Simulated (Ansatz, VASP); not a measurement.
# P: VASP beside Ansatz

```
P
1.0
     2.60401    0.00000    0.00000
    -1.30201    2.25514    0.00000
     0.00000    0.00000    9.78296
P
4
Direct
  0.00000 0.00000 0.00000
  0.00000 0.00000 0.50000
  0.33333 0.66667 0.25000
  0.66667 0.33333 0.75000
```

Alike in both runs: task single point; functional RPBE; k mesh 15 × 15 × 4; occupations fermi-dirac, width 0.1 eV; no spin polarisation.

|  | VASP | Ansatz |
| --- | --- | --- |
| version | VASP 6.6.1 | Ansatz 0.2.0 |
| potentials or method | VASP PAW PBE potentials, release 64 (P), cutoff 520 eV | plane waves (420 eV) with PAW, scalar-relativistic |
| valence electrons in the cell | 20 | 20 |

```tsv
	VASP	Ansatz	Ansatz less VASP
pressure (GPa)	3.0	3.6	+0.59
traceless stress, the component that is largest in VASP (GPa)	-0.59	-0.75	-0.163
```

VASP's potentials were made for PBE, not for RPBE.
